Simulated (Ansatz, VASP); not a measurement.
# Two plane-wave programs on SrO

Contents of INCAR:

```
PREC     = Accurate       # precision mode
ENCUT    = 520            # plane-wave cutoff, eV
EDIFF    = 1E-8           # SCF threshold, eV
ISMEAR   = -1             # smearing method
SIGMA    = 0.02           # smearing width, eV
LREAL    = F              # projectors in reciprocal space
LASPH    = T              # aspherical terms in the spheres
NELM     = 80             # most SCF steps
ALGO     = Normal         # electronic algorithm
ISIF     = 2              # what is computed and relaxed
LWAVE    = F              # write WAVECAR
LCHARG   = F              # write CHGCAR
GGA      = CA             # functional
LEFG     = T            
NBANDS   = 15             # bands
```

The input KPOINTS:

```
regular mesh
0
Gamma
  8 8 8
```

Contents of POSCAR:

```
SrO
1.0
   -0.0513960000      2.5441020000      2.5441020000
    2.5441020000     -0.0513960000      2.5441020000
    2.5441020000      2.5441020000     -0.0513960000
Sr O
1 1
Direct
    0.0000000000      0.0000000000      0.0000000000
    0.5000000000      0.5000000000      0.5000000000
```

Input for Ansatz:

```yaml
crystal:
  lattice:
    - [-0.051396, 2.544102, 2.544102]
    - [2.544102, -0.051396, 2.544102]
    - [2.544102, 2.544102, -0.051396]
  atoms:
    - { symbol: Sr, position: [0.0, 0.0, 0.0] }
    - { symbol: O, position: [0.5, 0.5, 0.5] }
kpoints:
  mp_grid: { grid: [8, 8, 8] }
scf:
  occupations: { method: fermi_dirac, width: 0.02 }
hamiltonian:
  xc: lda
  pseudopotentials: { kind: paw }
output:
  forces: true
  stress: true
  eigenvalues: true
  efg: { contact_densities: true }
```

Change from the starting cell: equal xy, yz and zx shear strains of -2 %, PAW files.

Alike in both runs: task electric field gradients; functional LDA; k mesh 8 × 8 × 8; occupations fermi-dirac, width 0.02 eV; no spin polarisation.

|  | VASP | Ansatz |
| --- | --- | --- |
| version | VASP 6.6.1 | Ansatz 0.2.0 |
| potentials or method | VASP PAW LDA potentials, release 64 (Sr_sv, O) | PAW with Ansatz's default frozen-core files, scalar-relativistic |
| plane-wave cutoff (eV) | 520 | 420 |
| valence electrons in the cell | 16 | 16 |

Ansatz gave:

- gap on the k mesh at the Fermi level (eV): 3.11
- pressure (GPa): -4.2
- traceless stress, the component that is largest in VASP (GPa): 1.07
- size of Vzz on the site where it differs most (V/Å²): 14.9

Task: Which values does VASP return?

Result: gap on the k mesh at the Fermi level (eV): 3.05; pressure (GPa): -3.5; traceless stress, the component that is largest in VASP (GPa): 1.07; size of Vzz on the site where it differs most (V/Å²): 14.8.

LDA's correlation is that of Perdew and Zunger in VASP and of Perdew and Wang (1992) in Ansatz.
